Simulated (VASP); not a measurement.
A run of VASP 6.6.1:

The input POSCAR:

```
Fe
1.0
    2.3844669570      0.0000000000      0.0000000000
   -1.1922334785      2.0650089592      0.0000000000
    0.0000000000      0.0000000000      3.7635056374
Fe
2
Direct
    0.6666666667      0.3333333333      0.7500000000
    0.3333333333      0.6666666667      0.2500000000
```

INCAR.step1

```
SYSTEM = Fe
  PREC = Accurate
  ENCUT = 520
  ISMEAR = -1
  SIGMA = 0.05
  LREAL = .FALSE.
  LASPH = .TRUE.
  NELM = 150
  ISPIN = 2
  MAGMOM = 3 3
  LMAXMIX = 4
  NBANDS = 19
  GGA = PE
  ALGO = Normal
  EDIFF = 1E-4
  LWAVE = .TRUE.
  LCHARG = .FALSE.
```

The input INCAR.step2:

```
SYSTEM = Fe
  PREC = Accurate
  ENCUT = 520
  EDIFF = 1E-6
  ISMEAR = -1
  SIGMA = 0.05
  LREAL = .FALSE.
  LASPH = .TRUE.
  NELM = 150
  ALGO = Normal
  ISIF = 2
  LWAVE = .FALSE.
  LCHARG = .FALSE.
  ISPIN = 2
  MAGMOM = 3 3
  LORBIT = 11
  LMAXMIX = 4
  METAGGA = R2SCAN
  LMIXTAU = .TRUE.
  NBANDS = 19
  ISTART = 1
```

The input KPOINTS:

```
Automatic mesh
0
G
  12 12 7
  0 0 0
```

Potentials or basis: VASP PAW PBE potentials, release 64 (Fe).

The run is started by

```bash
$ cat potpaw_PBE.64/Fe/POTCAR > POTCAR
$ cp INCAR.step1 INCAR
$ mpirun -np 1 vasp_std > vasp.out
$ cp INCAR.step2 INCAR
$ mpirun -np 1 vasp_std > vasp.out
```

Hardware: 1 thread of Intel(R) Xeon(R) Platinum 8488C (Sapphire Rapids), on a shared host.

**Question.** How long does it take, and how much memory?

**Answer.** Run time: 2.6 min on 1 thread of Intel(R) Xeon(R) Platinum 8488C (Sapphire Rapids), on a shared host, peak memory 0.16 GiB. Counts: k points 76.
